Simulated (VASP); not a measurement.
Input of a VASP 6.6.1 run:

Contents of INCAR:

```
SYSTEM = CdS
PREC     = Accurate       ! precision mode
ENCUT    = 520            ! plane-wave cutoff, eV
EDIFF    = 1E-6           ! SCF threshold, eV
ISMEAR   = 0              ! smearing method
SIGMA    = 0.1            ! smearing width, eV
LREAL    = .FALSE.        ! projectors in reciprocal space
LASPH    = .TRUE.         ! aspherical terms in the spheres
NELM     = 100            ! most SCF steps
ALGO     = Normal         ! electronic algorithm
ISIF     = 2              ! what is computed and relaxed
LWAVE    = .FALSE.        ! write WAVECAR
LCHARG   = .FALSE.        ! write CHGCAR
GGA      = PE             ! functional
NBANDS   = 26             ! bands
```

File KPOINTS:

```
regular mesh
0
G
  15 15 6
  0 0 0
```

POSCAR

```
CdS
1.0
    2.5247895735      0.0000000000      0.0000000000
   -1.2623947868      2.1865319099      0.0000000000
    0.0000000000      0.0000000000      9.1571441199
Cd S
2 2
Direct
    0.6666666667      0.3333333333      0.5595025357
    0.3333333333      0.6666666667      0.0595025357
    0.6666666667      0.3333333333      0.8174974643
    0.3333333333      0.6666666667      0.3174974643
```

Potentials or basis: VASP PAW PBE potentials, release 64 (Cd, S).

Run with:

```console
$ cat potpaw_PBE.64/Cd/POTCAR potpaw_PBE.64/S/POTCAR > POTCAR
$ mpirun -np 1 vasp_std > vasp.out
```

(1) What does it give for the largest force?

(2) What does it give for the band gap on the k mesh?

Answers

(1) 0.011 eV/Å.

(2) zero (band 18 reaches 14.01 eV, above the bottom of band 19 at 7.86 eV).
